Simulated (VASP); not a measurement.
Input of a VASP 6.6.1 run:

File INCAR:

```
ALGO = Normal
EDIFF = 1E-7
ENCUT = 520
GGA = PE
ISIF = 2
ISMEAR = 0
LASPH = T
LCHARG = T
LELF = T
LREAL = F
LVHAR = T
LWAVE = F
NBANDS = 56
NELM = 60
PREC = Accurate
SIGMA = 0.1
```

The input KPOINTS:

```
k-points
0
Gamma
  4 4 4
```

File POSCAR:

```
Ga5As2P3
1.0
    0.0000000000     -3.9581324675      0.0000000000
    3.9581324675      0.0000000000      0.0000000000
   -1.9790662337      1.9790662337     14.0140903179
Ga P As
5 3 2
Direct
    0.8954449981      0.8954449981      0.7908899961
    0.2984389204      0.2984389204      0.5968778407
    0.7015610796      0.7015610796      0.4031221593
    0.1045550019      0.1045550019      0.2091100039
    0.5000000000      0.5000000000      0.0000000000
    0.2500000000      0.7500000000      0.5000000000
    0.6530323495      0.1530323495      0.3060646991
    0.8469676505      0.3469676505      0.6939353009
    0.0522429028      0.5522429028      0.1044858057
    0.4477570972      0.9477570972      0.8955141943
```

Potentials or basis: VASP PAW PBE potentials, release 64 (Ga_d, P, As).

Run with:

```console
$ cat potpaw_PBE.64/Ga_d/POTCAR potpaw_PBE.64/P/POTCAR potpaw_PBE.64/As/POTCAR > POTCAR
$ mpirun -np 1 vasp_std > vasp.out
```

Q: What does it give for the pressure?

A: 0.2 GPa.

Q: Predict the largest force.

A: 0.005 eV/Å.

Q: Estimate the band gap on the k mesh.

A: 0.92 eV.

Stress tensor (GPa, compression positive):
```
 0.55  0.00  0.00
 0.00  0.55  0.00
 0.00  0.00 -0.53
```

A k mesh can miss the band edges.
